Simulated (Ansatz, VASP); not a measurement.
# One calculation of LiH, two programs

```
Li H
1.0
     2.87089    0.00903   -0.03904
    -1.42762    2.41149    0.01788
    -0.16439   -0.00797   11.78970
Li H
5 5
Direct
  0.00656 0.99921 0.79635
  0.99954 0.01810 0.99063
  0.00841 0.02303 0.20905
  0.33632 0.66405 0.40207
  0.66976 0.32112 0.59955
  0.31892 0.66203 0.69431
  0.65803 0.32830 0.89770
  0.32608 0.65763 0.10356
  0.66641 0.31288 0.30597
  0.00998 0.01367 0.50081
```

Change from the starting cell: cell x1, atoms moved at random (sigma 0.05 Å) and cell strained at random (1.5 %), then relaxed without symmetry.

Alike in both runs: task relaxation of cell and atoms; functional PBE; k mesh 6 × 6 × 1; occupations gaussian, width 0.1 eV; no spin polarisation.

|  | VASP | Ansatz |
| --- | --- | --- |
| version | VASP 6.6.1 | Ansatz 0.2.0 |
| potentials or method | VASP PAW PBE potentials, release 64 (Li_sv, H), cutoff 750 eV | scalar-relativistic, plane waves, PAW |
| valence electrons in the cell | 20 | 20 |

Ansatz gave:

```
gap on the k mesh at the Fermi level, each at its own relaxed structure (eV) : 3.48
relaxed volume (Å³/atom)                                                     : 8.11
relaxed cell length with the largest relative difference (Å)                 : 2.813
```

Q: Estimate VASP's values.

A: gap on the k mesh at the Fermi level, each at its own relaxed structure (eV): 3.47; relaxed volume (Å³/atom): 8.05; relaxed cell length with the largest relative difference (Å): 2.802.

The k mesh is coarse, so the values compare programs but aren't converged.
